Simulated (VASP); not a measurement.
## Si16Ge (a cell with a defect): single point with PBE

Si16Ge (a cell with a defect):

```
CELL_PARAMETERS angstrom
0.00000 5.43000 5.43000
5.43000 0.00000 5.43000
5.43000 5.43000 0.00000
ATOMIC_POSITIONS crystal
Si 0.01093 0.00884 0.97350
Si 0.11733 0.16482 0.11024
Si 0.01032 0.00918 0.50905
Si 0.18062 0.10716 0.60705
Si 0.92746 0.52516 0.02504
Si 0.11804 0.60983 0.10970
Si 0.01092 0.47356 0.50875
Si 0.11733 0.61033 0.66475
Si 0.49025 0.01977 0.99594
Si 0.63973 0.12557 0.11110
Si 0.55654 0.98173 0.48159
Si 0.63916 0.12561 0.62548
Si 0.49095 0.49601 0.99587
Si 0.54703 0.65187 0.15174
Si 0.49026 0.49607 0.51963
Si 0.63974 0.61124 0.62543
Ge 0.09795 0.80149 0.30137
```

```json
{
 "Program": "VASP 6.6.1",
 "Task": "single point",
 "Functional": "PBE",
 "Potentials or basis": "VASP PAW PBE potentials, release 64 (Si, Ge_d)",
 "Cutoff": "520 eV",
 "k mesh": "2 × 2 × 2",
 "Occupations": "gaussian, width 0.05 eV",
 "Spin": "no spin polarisation"
}
```

| Quantity | Value |
| --- | --- |
| Pressure | 5.6 GPa |
| Largest force | 0.009 eV/Å |
| Band gap on the k mesh | 0.05 eV |

Forces on the atoms (eV/Å):
```
Si  -0.001  0.002 -0.001
Si   0.005 -0.007  0.001
Si  -0.003  0.004  0.003
Si   0.003 -0.004 -0.007
Si  -0.009  0.003  0.000
Si   0.004 -0.001 -0.001
Si   0.001 -0.002  0.008
Si   0.001 -0.003 -0.005
Si  -0.001  0.002  0.005
Si   0.001  0.001 -0.002
Si   0.001  0.000  0.000
Si   0.002  0.001  0.002
Si   0.001  0.001  0.002
Si   0.000 -0.005 -0.004
Si   0.000  0.005  0.002
Si   0.002 -0.003 -0.001
Ge  -0.006  0.004 -0.002
```

Stress tensor (GPa, compression positive):
```
 5.58  0.68  0.68
 0.68  5.58 -0.66
 0.68 -0.66  5.58
```

Levels at points of the mesh, in eV from the valence-band top:
| k point | band 35 | band 36 | band 37 | band 38 | band 39 | band 40 | band 41 | band 42 | band 43 | band 44 |
| --- | --- | --- | --- | --- | --- | --- | --- | --- | --- | --- |
| (0.00, 0.00, 0.00) | -1.29 | -1.02 | -0.46 | -0.44 | -0.44 | 0.05 | 0.06 | 0.39 | 0.39 | 0.88 |
| (0.50, 0.00, 0.00) | -1.18 | -1.18 | -1.10 | -1.10 | -0.10 | 0.55 | 0.56 | 1.29 | 1.37 | 1.38 |
| (0.00, 0.50, 0.00) | -1.32 | -1.30 | -1.23 | -0.71 | -0.21 | 0.36 | 0.86 | 1.00 | 1.20 | 1.43 |
| (0.00, 0.00, 0.50) | -1.32 | -1.30 | -1.23 | -0.71 | -0.21 | 0.36 | 0.86 | 1.00 | 1.20 | 1.43 |
| (0.50, 0.50, 0.50) | -1.32 | -1.30 | -1.23 | -0.72 | -0.21 | 0.35 | 0.86 | 1.00 | 1.20 | 1.43 |
| (0.50, 0.50, 0.00) | -1.82 | -1.70 | -1.59 | -0.61 | 0.00 | 0.56 | 1.47 | 1.57 | 1.87 | 2.01 |
| (0.00, 0.50, 0.50) | -1.82 | -1.70 | -1.59 | -0.61 | 0.00 | 0.56 | 1.47 | 1.57 | 1.87 | 2.01 |
| (0.50, 0.00, 0.50) | -1.82 | -1.70 | -1.59 | -0.61 | 0.00 | 0.56 | 1.47 | 1.57 | 1.87 | 2.01 |

It took 2.7 min on 1 thread of Intel(R) Xeon(R) 6975P-C (Granite Rapids) (shared host), peak memory 0.49 GiB.

Caveat: the k points lie up to 0.50 Å⁻¹ apart.
